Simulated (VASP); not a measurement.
# WSe2 (P6_3/mmc) in VASP: notebook

WSe2 is run at these levels: PBE; tasks: single point.

All numbers are computed with VASP 6.6.1; they aren't measurements. Logs are shortened: lines on timing, memory, paths and dates and some standing lists are left out, and cuts for length are marked.

## 1. The cell of the first run

Symmetry: P6_3/mmc, No. 194, hexagonal system. Conventional cell: a = 3.225 Å, b = 3.225 Å, c = 12.260 Å, α = 90.00°, β = 90.00°, γ = 120.00°. Within 3.3 Å of W (site symmetry -6m2) lie 6 Se at 2.52 Å and 6 W at 3.22 Å. Within 3.4 Å of Se (site symmetry 3m) lie 3 W at 2.52 Å and 10 Se at 3.22 to 3.38 Å.

## 2. Single point, PBE

The input, INCAR:

```
PREC = Accurate
ENCUT = 520
EDIFF = 1E-6
ISMEAR = 0
SIGMA = 0.02
LREAL = F
LASPH = T
NELM = 60
ALGO = Normal
ISIF = 2
LWAVE = F
LCHARG = F
GGA = PE
NBANDS = 35
```

The input, KPOINTS:

```
Automatic mesh
0
Gamma
  12 12 4
```

The input, POSCAR:

```
WSe2
1.0
    3.2249123726      0.0000000000      0.0000000000
   -1.6124561863      2.7928560396      0.0000000000
    0.0000000000      0.0000000000     12.2601780236
W Se
2 4
Direct
    0.6666666667      0.3333333333      0.7500000000
    0.3333333333      0.6666666667      0.2500000000
    0.3333333333      0.6666666667      0.8879270868
    0.6666666667      0.3333333333      0.3879270868
    0.3333333333      0.6666666667      0.6120729132
    0.6666666667      0.3333333333      0.1120729132
```

Potentials or basis: VASP PAW PBE potentials, release 64 (W_sv, Se).

Run with:

```sh
cat potpaw_PBE.64/W_sv/POTCAR potpaw_PBE.64/Se/POTCAR > POTCAR
mpirun -np 1 vasp_std > vasp.out
```

OUTCAR:

```text
PREC = Accurate
   ENCUT = 520
   EDIFF = 1E-6
   ISMEAR = 0
   LREAL = F
   LASPH = T
   NELM = 60
   ISIF = 2
   GGA = PE

 ion  position               nearest neighbor table
   1  0.667  0.333  0.750-   3 2.52   5 2.52   3 2.52   5 2.52   3 2.52   5 2.52
   2  0.333  0.667  0.250-   4 2.52   6 2.52   4 2.52   6 2.52   4 2.52   6 2.52
   3  0.333  0.667  0.888-   1 2.52   1 2.52   1 2.52
   4  0.667  0.333  0.388-   2 2.52   2 2.52   2 2.52
   5  0.333  0.667  0.612-   1 2.52   1 2.52   1 2.52
   6  0.667  0.333  0.112-   2 2.52   2 2.52   2 2.52

  LATTYP: Found a hexagonal cell.
 ALAT       =     3.2249123726
 C/A-ratio  =     3.8017088860

  Lattice vectors:

 A1 = (   3.2249123726,   0.0000000000,   0.0000000000)
 A2 = (  -1.6124561863,   2.7928560396,   0.0000000000)
 A3 = (   0.0000000000,   0.0000000000,  12.2601780236)

Analysis of symmetry for initial positions (statically):
=====================================================================
 Subroutine PRICEL returns:
 Original cell was already a primitive cell.

 Routine SETGRP: Setting up the symmetry group for a
 hexagonal supercell.

 Subroutine GETGRP returns: Found 24 space group operations
 (whereof 12 operations were pure point group operations)
 out of a pool of 24 trial point group operations.

The static configuration has the point symmetry D_3d.
 The point group associated with its full space group is D_6h.

Analysis of symmetry for dynamics (positions and initial velocities):
=====================================================================
 Subroutine PRICEL returns:
 Original cell was already a primitive cell.

 Routine SETGRP: Setting up the symmetry group for a
 hexagonal supercell.

 Subroutine GETGRP returns: Found 24 space group operations
 (whereof 12 operations were pure point group operations)
 out of a pool of 24 trial point group operations.

The dynamic configuration has the point symmetry D_3d.
 The point group associated with its full space group is D_6h.

 Subroutine INISYM returns: Found 24 space group operations
 (whereof 12 operations are pure point group operations),
 and found     1 'primitive' translations

----------------------------------------------------------------------------------------

                                     Primitive cell

  volume of cell :     110.4239

  direct lattice vectors                    reciprocal lattice vectors
     3.224912373  0.000000000  0.000000000     0.310085945  0.179028204  0.000000000
    -1.612456186  2.792856040  0.000000000     0.000000000  0.358056407  0.000000000
     0.000000000  0.000000000 12.260178024     0.000000000  0.000000000  0.081564884

  length of vectors
     3.224912373  3.224912373 12.260178024     0.358056407  0.358056407  0.081564884

  position of ions in fractional coordinates (direct lattice)
     0.666666667  0.333333333  0.750000000
     0.333333333  0.666666667  0.250000000
     0.333333333  0.666666667  0.887927087
     0.666666667  0.333333333  0.387927087
     0.333333333  0.666666667  0.612072913
     0.666666667  0.333333333  0.112072913

  ion indices of the primitive-cell ions
   primitive index   ion index
                 1           1
                 2           2
                 3           3
                 4           4
                 5           5
                 6           6

----------------------------------------------------------------------------------------

 KPOINTS: Automatic mesh

Automatic generation of k-mesh.
 Grid dimensions read from file:
 generate k-points for:   12   12    4

 Generating k-lattice:

  Cartesian coordinates                     Fractional coordinates (reciprocal lattice)
     0.025840495  0.014919017  0.000000000     0.083333333  0.000000000  0.000000000
     0.000000000  0.029838034  0.000000000     0.000000000  0.083333333  0.000000000
     0.000000000  0.000000000  0.020391221     0.000000000  0.000000000  0.250000000

  Length of vectors
     0.029838034  0.029838034  0.020391221

  Shift w.r.t. Gamma in fractional coordinates (k-lattice)
     0.000000000  0.000000000  0.000000000

 Subroutine IBZKPT returns following result:
 ===========================================

 Found     57 irreducible k-points:

 Following reciprocal coordinates:
            Coordinates               Weight
  0.000000  0.000000  0.000000      1.000000
  0.083333  0.000000  0.000000      6.000000
  0.166667  0.000000  0.000000      6.000000
  0.250000  0.000000  0.000000      6.000000
  0.333333  0.000000  0.000000      6.000000
  0.416667  0.000000  0.000000      6.000000
[... 16 lines left out ...]
  0.250000  0.000000  0.250000     12.000000
  0.333333  0.000000  0.250000     12.000000
 [... further k-points ...]
   k-points           NKPTS =     57   k-points in BZ     NKDIM =     57   number of bands    NBANDS=     35
   number of dos      NEDOS =    301   number of ions     NIONS =      6
   total plane-waves  NPLWV =  55296
   dimension x,y,z NGX =    24 NGY =   24 NGZ =   96
   dimension x,y,z NGXF=    48 NGYF=   48 NGZF=  192
   ions per type =               2   4
   NGX,Y,Z   is equivalent  to a cutoff of  12.37, 12.37, 13.02 a.u.
   NGXF,Y,Z  is equivalent  to a cutoff of  24.74, 24.74, 26.03 a.u.
 SYSTEM =  unknown system
   PREC   = accura    normal or accurate (medium, high low for compatibility)
   ISTART =      0    job   : 0-new  1-cont  2-samecut
   ICHARG =      2    charge: 1-file 2-atom 10-const
   ISPIN  =      1    spin polarized calculation?
   LNONCOLLINEAR =      F non collinear calculations
   LSORBIT =      F    spin-orbit coupling
   LASPH  =      T    aspherical Exc in radial PAW
   ENCUT  =  520.0 eV  38.22 Ry    6.18 a.u.   6.00  6.00 22.80*2*pi/ulx,y,z
   NELM   =     60;   NELMIN=  2; NELMDL= -5     # of ELM steps
   EDIFF  = 0.1E-05   stopping-criterion for ELM
   LREAL  =      F    real-space projection
   EDIFFG = 0.1E-04   stopping-criterion for IOM
   NSW    =      0    number of steps for IOM
   IBRION =     -1    ionic relax: 0-MD 1-quasi-New 2-CG
   NFREE  =      0    steps in history (QN), initial steepest desc. (CG)
   ISIF   =      2    stress and relaxation
   ISYM   =      2    0-nonsym 1-usesym 2-fastsym
   POTIM  = 0.5000    time-step for ionic-motion
   TEBEG  =    0.0;   TEEND  =   0.0 temperature during run
   PSTRESS=    0.0 pullay stress
   NELECT =      52.0000    total number of electrons
   NUPDOWN=      -1.0000    fix difference up-down
   EMIN   =  10.00;   EMAX   =-10.00  energy-range for DOS
   EFERMI =   0.00;   METHOD = LEGACY
   ISMEAR =     0;   SIGMA  =   0.02  broadening in eV -4-tet -1-fermi 0-gaus
   EFERMI_NEDOS =   21; number of points for ismear=-14 and -15
   IALGO  =     38    algorithm
   IMIX   =      4    mixing-type and parameters
     AMIX     =   0.40;   BMIX     =  1.00
     AMIX_MAG =   1.60;   BMIX_MAG =  1.00
  volume/ion in A,a.u.               =      18.40       124.20
  Fermi-wavevector in a.u.,A,eV,Ry     =   1.273664  2.406876 22.071642  1.622220
  Thomas-Fermi vector in A             =   2.406475
   LORBIT       =      0    0 simple, 1 ext, 2 COOP (PROOUT), +10 PAW based schemes
   GGA     = PE    functional components
   LHFCALC =     F    Hartree Fock is set to
   AEXX    =    0.0000 exact exchange contribution
   IVDW    =     0    specifies the selected vdW correction
   LEPSILON=     F    determine dielectric tensor
   LRPA    =     F    only Hartree local field effects (RPA)
 non-spin polarized calculation
 Gauss-broadening in eV      SIGMA  =   0.02
  energy-cutoff  :      520.00
  volume of cell :      110.42
 maximum number of plane-waves:      3018
 NGX is ok and might be reduce to    24
   NGX = 11   NGY = 11   NGZ = 45

 number of electron      52.0000008 magnetization

 Free energy of the ion-electron system (eV)
  ---------------------------------------------------
  ext. energy  EPLUGINS =         0.00000000
  ---------------------------------------------------
  free energy    TOTEN  =       -42.70827780 eV

  energy without entropy =      -42.70827780  energy(sigma->0) =      -42.70827780

 E-fermi :   7.8085     XC(G=0): -11.3539

 val. band max:        7.5377132465   @ k =   0.0000   0.0000   0.0000
 cond. band min:       8.1823810501   @ k =   0.1667   0.1667   0.0000
 fundamental gap:      0.6446678036
 Fermi energy:         7.8084554984

 k-point     1 :       0.0000    0.0000    0.0000
  band No.  band energies     occupation
      1     -66.8476      2.00000
      2     -66.8476      2.00000
      3     -31.1421      2.00000
      4     -31.1421      2.00000
      5     -30.9550      2.00000
      6     -30.9550      2.00000
[... 27 lines left out ...]
     34      10.5571      0.00000
     35      12.3728      0.00000

 k-point     2 :       0.0833    0.0000    0.0000
  band No.  band energies     occupation
      1     -66.8467      2.00000
      2     -66.8466      2.00000
      3     -31.1384      2.00000
      4     -31.1383      2.00000
      5     -30.9747      2.00000
      6     -30.9746      2.00000
[... 27 lines left out ...]
     34      10.4909      0.00000
     35      13.0043      0.00000

 k-point     3 :       0.1667    0.0000    0.0000
  band No.  band energies     occupation
      1     -66.8441      2.00000
      2     -66.8441      2.00000
      3     -31.1281      2.00000
      4     -31.1280      2.00000
      5     -31.0280      2.00000
      6     -31.0280      2.00000
[... 27 lines left out ...]
     34      10.9955      0.00000
     35      13.9001      0.00000
[... 723 lines left out ...]
 k-point    23 :       0.2500    0.0000    0.2500
  band No.  band energies     occupation
      1     -66.8406      2.00000
      2     -66.8406      2.00000
      3     -31.1139      2.00000
      4     -31.1139      2.00000
      5     -31.1001      2.00000
      6     -31.1001      2.00000
[... 27 lines left out ...]
     34      11.4244      0.00000
     35      13.8001      0.00000

 k-point    24 :       0.3333    0.0000    0.2500
  band No.  band energies     occupation
      1     -66.8372      2.00000
      2     -66.8372      2.00000
      3     -31.1713      2.00000
      4     -31.1713      2.00000
      5     -31.0998      2.00000
      6     -31.0997      2.00000
[... 27 lines left out ...]
     34      11.7399      0.00000
     35      12.8198      0.00000

 [... further k-points ...]

------------------------ aborting loop because EDIFF is reached ----------------------------------------

  FORCE on cell =-STRESS in cart. coord.  units (eV):
  Direction    XX          YY          ZZ          XY          YZ          ZX
  --------------------------------------------------------------------------------------
  -------------------------------------------------------------------------------------
  Total        7.1399877      7.1399877      7.2571526      0.0000000      0.0000000     -0.0000000
  in kB      103.5964321    103.5964321    105.2964169      0.0000000      0.0000000     -0.0000000
  external PRESSURE =     104.1630937 kB  Pullay stress =       0.0000000 kB

 VOLUME and BASIS-vectors are now :
 -----------------------------------------------------------------------------
  energy-cutoff  :      520.00
  volume of cell :      110.42
      direct lattice vectors                 reciprocal lattice vectors
     3.224912373  0.000000000  0.000000000     0.310085945  0.179028204  0.000000000
    -1.612456186  2.792856040  0.000000000     0.000000000  0.358056407  0.000000000
     0.000000000  0.000000000 12.260178024     0.000000000  0.000000000  0.081564884

 POSITION                                       TOTAL-FORCE (eV/Angst)
 -----------------------------------------------------------------------------------
      1.61246      0.93095      9.19513         0.000000      0.000000      0.000000
     -0.00000      1.86190      3.06504         0.000000      0.000000      0.000000
     -0.00000      1.86190     10.88614        -0.000000      0.000000      0.053534
      1.61246      0.93095      4.75606        -0.000000     -0.000000      0.053534
     -0.00000      1.86190      7.50412        -0.000000      0.000000     -0.053534
      1.61246      0.93095      1.37403        -0.000000     -0.000000     -0.053534
 -----------------------------------------------------------------------------------
    total drift:                                0.000000     -0.000000      0.000000

  FREE ENERGIE OF THE ION-ELECTRON SYSTEM (eV)
  ---------------------------------------------------
  free  energy   TOTEN  =       -42.7082777954 eV

  energy  without entropy=      -42.7082777954  energy(sigma->0) =      -42.70827780
```

Wall time 2 min (1 thread of AMD EPYC 9R45 (Zen 5), shared host); peak memory 0.31 GiB.

What came out:

```yaml
Free_energy: -42.7083 eV
Pressure: 10.4 GPa
Largest_force: 0.054 eV/Å
Band_gap_on_the_k_mesh: 0.64 eV (least direct gap 1.54 eV)
```

Forces on the atoms (eV/Å):
```
W    0.000  0.000  0.000
W    0.000  0.000  0.000
Se   0.000  0.000  0.054
Se   0.000  0.000  0.054
Se   0.000  0.000 -0.054
Se   0.000  0.000 -0.054
```

Stress tensor (GPa, compression positive):
```
10.36  0.00  0.00
 0.00 10.36  0.00
 0.00  0.00 10.53
```

Caveat: the cell stands under pressure; spin-orbit coupling is left out, which moves the levels of the heavy elements. A k mesh can miss the band edges.

## 3. Single point, PBE

The input, INCAR:

```
SYSTEM = WSe2
PREC = Accurate ; ENCUT = 520
EDIFF = 1E-6 ; ISMEAR = 0
SIGMA = 0.02 ; LREAL = .FALSE.
LASPH = .TRUE. ; NELM = 80
ALGO = Normal ; ISIF = 2
LWAVE = .FALSE. ; LCHARG = .FALSE.
GGA = PE ; NBANDS = 35
```

The input, KPOINTS:

```
Automatic mesh
0
G
  12 12 4
  0 0 0
```

POSCAR is that of step 2.

Potentials or basis: VASP PAW PBE potentials, release 64 (W_sv, Se).

Run with:

```sh
cat potpaw_PBE.64/W_sv/POTCAR potpaw_PBE.64/Se/POTCAR > POTCAR
mpirun -np 1 vasp_std > vasp.out
```

Wall time 2 min (1 thread of AMD EPYC 9R45 (Zen 5), shared host); peak memory 0.31 GiB.

It converged, with:

* Free energy: -42.7083 eV
* Pressure: 10.4 GPa
* Largest force: 0.054 eV/Å
* Band gap on the k mesh: 0.64 eV (least direct gap 1.54 eV)

Forces in eV/Å, atoms in the order of the input:
```
W    0.000  0.000  0.000
W    0.000  0.000  0.000
Se   0.000  0.000  0.054
Se   0.000  0.000  0.054
Se   0.000  0.000 -0.054
Se   0.000  0.000 -0.054
```

Stress tensor (GPa, compression positive):
```
10.36  0.00  0.00
 0.00 10.36  0.00
 0.00  0.00 10.53
```

Levels at points of the mesh, in eV from the valence-band top:
```csv
k point,band 24,band 25,band 26,band 27,band 28,band 29
"(0.00, 0.00, 0.00)",-1.47,-0.67,0.00,2.57,2.57,2.61
"(0.50, 0.00, 0.00)",-1.54,-1.48,-0.99,2.15,2.23,2.30
"(0.00, 0.00, 0.50)",-1.53,-0.16,-0.16,2.58,2.58,2.58
"(0.50, 0.00, 0.50)",-1.57,-1.27,-1.27,2.26,2.26,2.54
```

Caveat: the cell stands under pressure; spin-orbit coupling is left out, which moves the levels of the heavy elements.
